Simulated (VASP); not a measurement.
# Bi (Im-3m) in VASP: relaxation of cell and atoms with PBEsol

Aim: the relaxation of cell and atoms of Bi with PBEsol.

All numbers are computed with VASP 6.6.1; they aren't measurements. Logs are shortened: lines on timing, memory, paths and dates and some standing lists are left out, and cuts for length are marked.

## Step 1: The cell of the first run

It takes space group Im-3m (No. 229, cubic). Conventional cell: a = 3.769 Å, b = 3.769 Å, c = 3.769 Å, α = 90.00°, β = 90.00°, γ = 90.00°. Bi (site symmetry m-3m) has 14 Bi at 3.26 to 3.77 Å within 4.3 Å.

## Step 2: Relaxation of cell and atoms, PBEsol, non-collinear spin, zero start, spin-orbit coupling, target pressure 10.1 GPa, at which the enthalpy is minimised

INCAR

```
SYSTEM = Bi
PREC     = Accurate       ! precision mode
ENCUT    = 600            ! plane-wave cutoff, eV
EDIFF    = 1E-7           ! SCF threshold, eV
ISMEAR   = 0              ! smearing method
SIGMA    = 0.1            ! smearing width, eV
LREAL    = .FALSE.        ! projectors in reciprocal space
LASPH    = .TRUE.         ! aspherical terms in the spheres
NELM     = 150            ! most SCF steps
ALGO     = Normal         ! electronic algorithm
ISIF     = 3              ! what is computed and relaxed
LWAVE    = .FALSE.        ! write WAVECAR
LCHARG   = .FALSE.        ! write CHGCAR
MAGMOM   = 0 0 0          ! initial moments
LORBIT   = 11             ! projections on sites
LSORBIT  = .TRUE.         ! spin-orbit coupling
GGA_COMPAT= .FALSE.      
LORBMOM  = .TRUE.       
GGA      = PS             ! functional
IBRION   = 2              ! ionic algorithm
NSW      = 50             ! ionic steps
EDIFFG   = -0.003         ! ionic threshold
PSTRESS  = 101.0
```

KPOINTS

```
regular mesh
0
G
  16 16 16
  0 0 0
```

POSCAR

```
Bi
1.0
   -1.8847243413      1.8847243413      1.8847243413
    1.8847243413     -1.8847243413      1.8847243413
    1.8847243413      1.8847243413     -1.8847243413
Bi
1
Direct
    0.0000000000      0.0000000000      0.0000000000
```

Potentials or basis: VASP PAW PBE potentials, release 64 (Bi_d).

Started as:

```console
cat potpaw_PBE.64/Bi_d/POTCAR > POTCAR
mpirun -np 1 vasp_ncl > vasp.out
```

OUTCAR:

```text
SYSTEM = Bi
   PREC = Accurate
   ENCUT = 600
   EDIFF = 1E-7
   ISMEAR = 0
   LREAL = .FALSE.
   LASPH = .TRUE.
   NELM = 150
   ISIF = 3
   LORBIT = 11
   LSORBIT = .TRUE.
   GGA = PS
   IBRION = 2
   NSW = 50
   EDIFFG = -0.003
   PSTRESS = 101.0

 ion  position               nearest neighbor table
   1  0.000  0.000  0.000-

  LATTYP: Found a body centered cubic cell.
 ALAT       =     3.7694486826

  Lattice vectors:

 A1 = (  -1.8847243413,   1.8847243413,   1.8847243413)
 A2 = (   1.8847243413,  -1.8847243413,   1.8847243413)
 A3 = (   1.8847243413,   1.8847243413,  -1.8847243413)

Analysis of symmetry for initial positions (statically):
=====================================================================
 Subroutine PRICEL returns:
 Original cell was already a primitive cell.

 Routine SETGRP: Setting up the symmetry group for a
 body centered cubic supercell.

 Subroutine GETGRP returns: Found 48 space group operations
 (whereof 48 operations were pure point group operations)
 out of a pool of 48 trial point group operations.

The static configuration has the point symmetry O_h .

Analysis of symmetry for dynamics (positions and initial velocities):
=====================================================================
 Subroutine PRICEL returns:
 Original cell was already a primitive cell.

 Routine SETGRP: Setting up the symmetry group for a
 body centered cubic supercell.

 Subroutine GETGRP returns: Found 48 space group operations
 (whereof 48 operations were pure point group operations)
 out of a pool of 48 trial point group operations.

The dynamic configuration has the point symmetry O_h .

Analysis of structural, dynamic, and magnetic symmetry:
=====================================================================
 Subroutine PRICEL returns:
 Original cell was already a primitive cell.

 Routine SETGRP: Setting up the symmetry group for a
 body centered cubic supercell.

 Subroutine GETGRP returns: Found 48 space group operations
 (whereof 48 operations were pure point group operations)
 out of a pool of 48 trial point group operations.

The overall configuration has the point symmetry O_h .

 Subroutine INISYM returns: Found 48 space group operations
 (whereof 48 operations are pure point group operations),
 and found     1 'primitive' translations

----------------------------------------------------------------------------------------

                                     Primitive cell

  volume of cell :      26.7796

  direct lattice vectors                    reciprocal lattice vectors
    -1.884724341  1.884724341  1.884724341     0.000000000  0.265290785  0.265290785
     1.884724341 -1.884724341  1.884724341     0.265290785  0.000000000  0.265290785
     1.884724341  1.884724341 -1.884724341     0.265290785  0.265290785  0.000000000

  length of vectors
     3.264438317  3.264438317  3.264438317     0.375177826  0.375177826  0.375177826

  position of ions in fractional coordinates (direct lattice)
     0.000000000  0.000000000  0.000000000

  ion indices of the primitive-cell ions
   primitive index   ion index
                 1           1

----------------------------------------------------------------------------------------

 KPOINTS: regular mesh

Automatic generation of k-mesh.
 Grid dimensions read from file:
 generate k-points for:   16   16   16

 Generating k-lattice:

  Cartesian coordinates                     Fractional coordinates (reciprocal lattice)
     0.000000000  0.016580674  0.016580674     0.062500000  0.000000000  0.000000000
     0.016580674  0.000000000  0.016580674     0.000000000  0.062500000  0.000000000
     0.016580674  0.016580674  0.000000000     0.000000000  0.000000000  0.062500000
[... 60 lines left out ...]
   NSW    =     50    number of steps for IOM
   IBRION =      2    ionic relax: 0-MD 1-quasi-New 2-CG
   NFREE  =      1    steps in history (QN), initial steepest desc. (CG)
   ISIF   =      3    stress and relaxation
   ISYM   =      2    0-nonsym 1-usesym 2-fastsym
   POTIM  = 0.5000    time-step for ionic-motion
   TEBEG  =    0.0;   TEEND  =   0.0 temperature during run
   PSTRESS=  101.0 pullay stress
   NELECT =      15.0000    total number of electrons
   NUPDOWN=      -1.0000    fix difference up-down
   EMIN   =  10.00;   EMAX   =-10.00  energy-range for DOS
   EFERMI =   0.00;   METHOD = LEGACY
   ISMEAR =     0;   SIGMA  =   0.10  broadening in eV -4-tet -1-fermi 0-gaus
   EFERMI_NEDOS =   21; number of points for ismear=-14 and -15
   IALGO  =     38    algorithm
   IMIX   =      4    mixing-type and parameters
     AMIX     =   0.40;   BMIX     =  1.00
     AMIX_MAG =   1.60;   BMIX_MAG =  1.00
  volume/ion in A,a.u.               =      26.78       180.72
  Fermi-wavevector in a.u.,A,eV,Ry     =   1.349493  2.550173 24.778009  1.821132
  Thomas-Fermi vector in A             =   2.477076
   LORBIT       =     11    0 simple, 1 ext, 2 COOP (PROOUT), +10 PAW based schemes
   GGA     = PS    functional components
   LHFCALC =     F    Hartree Fock is set to
   AEXX    =    0.0000 exact exchange contribution
   IVDW    =     0    specifies the selected vdW correction
   LEPSILON=     F    determine dielectric tensor
   LRPA    =     F    only Hartree local field effects (RPA)
 conjugate gradient relaxation of ions
 Gauss-broadening in eV      SIGMA  =   0.10
  energy-cutoff  :      600.00
  volume of cell :       26.78
 maximum number of plane-waves:      1870
 NGX is ok and might be reduce to    28
   NGX = 13   NGY = 13   NGZ = 13

--------------------------------------- Ionic step        1  -------------------------------------------

 number of electron      14.9999997 magnetization       0.0000000      0.0000000      0.0000000

 number of electron      14.9999997 magnetization      -0.0000000     -0.0000000     -0.0000000

 Free energy of the ion-electron system (eV)
  ---------------------------------------------------
  ext. energy  EPLUGINS =         0.00000000
  ---------------------------------------------------
  free energy    TOTEN  =        -4.92121606 eV

  energy without entropy =       -4.91673232  energy(sigma->0) =       -4.91897419

------------------------ aborting loop because EDIFF is reached ----------------------------------------

  FORCE on cell =-STRESS in cart. coord.  units (eV):
  Direction    XX          YY          ZZ          XY          YZ          ZX
  --------------------------------------------------------------------------------------
  -------------------------------------------------------------------------------------
  Total        1.6516117      1.6516117      1.6516117      0.0000000      0.0000000      0.0000000
  in kB       98.8132144     98.8132144     98.8132144      0.0000000      0.0000000      0.0000000
  external PRESSURE =      -2.1867856 kB  Pullay stress =     101.0000000 kB
[... 65 lines left out ...]
 number of electron      14.9999997 magnetization      -0.0000000     -0.0000000     -0.0000000

 number of electron      14.9999997 magnetization       0.0000000      0.0000000      0.0000000

 Free energy of the ion-electron system (eV)
  ---------------------------------------------------
  ext. energy  EPLUGINS =         0.00000000
  ---------------------------------------------------
  free energy    TOTEN  =        -4.91744035 eV

  energy without entropy =       -4.91294048  energy(sigma->0) =       -4.91519042

 E-fermi :   9.6861     XC(G=0): -11.1658

 val. band max:        9.6811838104   @ k =   0.1875   0.0625   0.0000
 cond. band min:       9.6868775354   @ k =   0.5000   0.5000   0.1875
 fundamental gap:      0.0056937250
 Fermi energy:         9.6860911091

 k-point     1 :       0.0000    0.0000    0.0000
  band No.  band energies     occupation
      1     -14.8644      1.00000
      2     -14.8644      1.00000
      3     -14.8644      1.00000
      4     -14.8644      1.00000
      5     -12.0155      1.00000
      6     -12.0155      1.00000
[... 589 lines left out ...]
     21      19.8266      0.00000
     22      19.8266      0.00000

 [... further k-points ...]

------------------------ aborting loop because EDIFF is reached ----------------------------------------

  FORCE on cell =-STRESS in cart. coord.  units (eV):
  Direction    XX          YY          ZZ          XY          YZ          ZX
  --------------------------------------------------------------------------------------
  -------------------------------------------------------------------------------------
  Total        1.6845755      1.6845755      1.6845755      0.0000000      0.0000000      0.0000000
  in kB      101.0137346    101.0137346    101.0137346      0.0000000      0.0000000      0.0000000
  external PRESSURE =       0.0137346 kB  Pullay stress =     101.0000000 kB
[... 20 lines left out ...]
  energy  without entropy=       -4.9129404829  energy(sigma->0) =       -4.91519042

  enthalpy is  TOTEN    =        -3.2330938759 eV   P V=        1.6843464721

 reached required accuracy - stopping structural energy minimisation

 orbital moment (x)

 # of ion     p       d       tot
 ----------------------------------------
  1         0.000  -0.000  -0.000
 ----------------------------------------
            0.000  -0.000  -0.000

 orbital moment (y)

 # of ion     p       d       tot
 ----------------------------------------
  1         0.000  -0.000  -0.000
 ----------------------------------------
            0.000  -0.000  -0.000

 orbital moment (z)

 # of ion     p       d       tot
 ----------------------------------------
  1         0.000   0.000   0.000
 ----------------------------------------
            0.000   0.000   0.000

 Spin-Orbit-Coupling matrix elements

 Ion:    1  E_soc:     -1.6660609
 l=   1
     0.0000000    -0.2110167    -0.2110167
    -0.2110167     0.0000000    -0.2110167
    -0.2110167    -0.2110167     0.0000000
 l=   2
     0.0000000    -0.0133486     0.0000000    -0.0133486    -0.0533115
    -0.0133486     0.0000000    -0.0399836    -0.0133486    -0.0133279
     0.0000000    -0.0399836     0.0000000    -0.0399836     0.0000000
    -0.0133486    -0.0133486    -0.0399836     0.0000000    -0.0133279
    -0.0533115    -0.0133279     0.0000000    -0.0133279     0.0000000
 l=   3
     0.0000000     0.0000000     0.0000000     0.0000000     0.0000000     0.0000000     0.0000000
     0.0000000     0.0000000     0.0000000     0.0000000     0.0000000     0.0000000     0.0000000
     0.0000000     0.0000000     0.0000000     0.0000000     0.0000000     0.0000000     0.0000000
     0.0000000     0.0000000     0.0000000     0.0000000     0.0000000     0.0000000     0.0000000
     0.0000000     0.0000000     0.0000000     0.0000000     0.0000000     0.0000000     0.0000000
     0.0000000     0.0000000     0.0000000     0.0000000     0.0000000     0.0000000     0.0000000
     0.0000000     0.0000000     0.0000000     0.0000000     0.0000000     0.0000000     0.0000000

 total charge

# of ion       s       p       d       tot
------------------------------------------
    1        1.539   1.356   9.942  12.836

 magnetization (x)

# of ion       s       p       d       tot
------------------------------------------
    1        0.000   0.000  -0.000  -0.000

 magnetization (y)

# of ion       s       p       d       tot
------------------------------------------
    1        0.000   0.000  -0.000  -0.000

 magnetization (z)

# of ion       s       p       d       tot
------------------------------------------
    1        0.000   0.000   0.000   0.000
```

Run time: 4.2 min. Hardware: 1 thread of Intel Xeon Platinum 8559C (Emerald Rapids), shared host; peak memory 0.35 GiB.

What came out:

| Property | Result |
| --- | --- |
| Free energy | -4.9174 eV |
| Relaxed volume | 26.72 Å³/atom |
| Relaxed cell | a = 3.262 Å, b = 3.262 Å, c = 3.262 Å, α = 109.47°, β = 109.47°, γ = 109.47° |
| Space group after relaxing (to 0.05 Å) | Im-3m (No. 229) |
| Energy change on relaxing (the enthalpy is what falls) | +3.8 meV/atom |
| Ionic steps | 3 |
| Pressure after relaxing | 10.1 GPa |
| Net moment | 0.00 μB per cell |
| Valence electrons inside the program's atomic spheres | Bi 12.84 |

Step by step:
| step | energy change (eV) | largest force (eV/Å) | pressure (GPa) | volume (Å³) |
| --- | --- | --- | --- | --- |
| 1 | 0.0000 | 0.0000 | 9.88 | 26.78 |
| 2 | 0.0089 | 0.0000 | 10.39 | 26.64 |
| 3 | 0.0038 | 0.0000 | 10.10 | 26.72 |

Final structure:
```
Bi
1.0
    -1.88330    1.88330    1.88330
     1.88330   -1.88330    1.88330
     1.88330    1.88330   -1.88330
Bi
1
Direct
  0.00000 0.00000 0.00000
```

Moments on the atoms (μB; x, y, z):
```
Bi  0.00 0.00 0.00
```

Caveat: the cell is relaxed towards a set pressure, so the enthalpy falls and the energy may rise; the PAW data sets were made with another functional, which shifts forces and pressure a little.
